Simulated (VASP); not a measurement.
Input of a VASP 6.6.1 run:

The input INCAR:

```
SYSTEM = Pt
ALGO = Normal
EDIFF = 1E-6
ENCUT = 520
GGA = PS
ISIF = 2
ISMEAR = -1
LASPH = .True.
LCHARG = .True.
LELF = .True.
LREAL = .False.
LVHAR = .True.
LWAVE = .False.
NBANDS = 11
NELM = 100
PREC = Accurate
SIGMA = 0.05
```

KPOINTS

```
k-points
0
Gamma
  12 12 12
  0 0 0
```

The input POSCAR:

```
Pt
1.0
   -1.5159845375      1.5159845375      1.5159845375
    1.5159845375     -1.5159845375      1.5159845375
    1.5159845375      1.5159845375     -1.5159845375
Pt
1
Direct
    0.0000000000      0.0000000000      0.0000000000
```

Potentials or basis: VASP PAW PBE potentials, release 64 (Pt).

The run is started by

```sh
$ cat potpaw_PBE.64/Pt/POTCAR > POTCAR
$ mpirun -np 1 vasp_std > vasp.out
```

(1) What does it give for the band gap on the k mesh?

(2) Predict the pressure.

## Answers

(1) zero (band 5 reaches 13.72 eV, above the bottom of band 6 at 11.00 eV).

(2) 29.7 GPa.

Caveat: the PAW data sets were made with another functional, which shifts forces and pressure a little; spin-orbit coupling is left out, which moves the levels of the heavy elements.
